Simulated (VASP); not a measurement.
Si3Ge: single point with PBE-based screened hybrid with 20 % exact exchange

Crystal: Si3Ge.

```xyz
4
Lattice="1.9427 1.1216 6.3410 -1.9427 1.1216 6.3410 0.0000 -2.2432 6.3410" Properties=species:S:1:pos:R:3 pbc="T T T"
Si    1.9427    1.1216    6.3664
Si    0.0000    0.0000    9.4868
Si    0.0000    0.0000    7.1337
Ge    0.0000    0.0000   16.6441
```

| Quantity | Value |
| --- | --- |
| Program | VASP 6.6.1 |
| Task | single point |
| Functional | PBE-based screened hybrid with 20 % exact exchange |
| Potentials or basis | VASP PAW PBE potentials, release 64 (Si, Ge_d) |
| Cutoff | 520 eV |
| k mesh | 4 × 4 × 4 |
| Occupations | gaussian, width 0.01 eV |
| Spin | no spin polarisation |
| Dipole correction | no |
| Grid for exact exchange (PRECFOCK) | Normal |
| Share of exact exchange | 0.2 |
| Further INCAR settings | ALGO = Normal; EDIFF = 1e-06; NBANDS = 21 |
| Screening parameter | 0.2078 1/Å |

* Pressure: 0.4 GPa
* Largest force: 0.061 eV/Å
* Band gap on the k mesh: 1.06 eV (least direct gap 1.71 eV)

Forces on the atoms (eV/Å):
```
Si   0.000  0.000  0.061
Si   0.000  0.000 -0.034
Si   0.000  0.000 -0.010
Ge   0.000  0.000 -0.017
```

Stress tensor (GPa, compression positive):
```
 0.84  0.00  0.00
 0.00  0.84  0.00
 0.00  0.00 -0.51
```

Levels at points of the mesh, in eV from the valence-band top:
| k point | band 10 | band 11 | band 12 | band 13 | band 14 | band 15 | band 16 | band 17 |
| --- | --- | --- | --- | --- | --- | --- | --- | --- |
| (0.00, 0.00, 0.00) | -1.40 | 0.00 | 0.00 | 0.00 | 1.71 | 3.09 | 3.09 | 3.15 |
| (0.50, 0.00, 0.00) | -3.87 | -3.78 | -2.55 | -2.34 | 1.82 | 2.22 | 5.00 | 5.27 |
| (0.50, 0.50, 0.00) | -3.17 | -3.14 | -1.36 | -1.34 | 1.06 | 1.23 | 1.82 | 4.03 |
| (0.50, 0.50, 0.50) | -1.04 | -1.04 | -0.70 | -0.70 | 2.24 | 2.33 | 3.94 | 3.94 |

It took 61 min on 1 thread of Intel(R) Xeon(R) 6975P-C (Granite Rapids), on a shared host, peak memory 0.47 GiB.

Caveat: the k points lie up to 0.47 Å⁻¹ apart; the PAW data sets were made with another functional, which shifts forces and pressure a little. A k mesh can miss the band edges.
